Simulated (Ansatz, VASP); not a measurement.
One calculation of Rh, two programs

```
Rh
1.0
     0.00000    2.72130    2.72130
     2.72130    0.00000    2.72130
     2.72130    2.72130    0.00000
Rh
2
Direct
  0.12500 0.12500 0.12500
  0.87500 0.87500 0.87500
```

Alike in both runs: task single point; functional PBE; k mesh 11 × 11 × 11; occupations fermi-dirac, width 0.1 eV; no spin polarisation.

```csv
,VASP,Ansatz
version,VASP 6.6.1,Ansatz 0.2.0
potentials or method,"VASP PAW PBE potentials, release 64 (Rh_pv), cutoff 520 eV","plane waves (420 eV) with PAW, scalar-relativistic"
valence electrons in the cell,30,34
```

```tsv
	VASP	Ansatz	Ansatz less VASP
pressure (GPa)	5.9	5.7	-0.18
```

The functional is the same, so the differences come from potentials, cutoffs and numerics. VASP's potentials hold 30 valence electrons a cell and Ansatz's 34, so a difference there can come from the potentials and not from the codes.
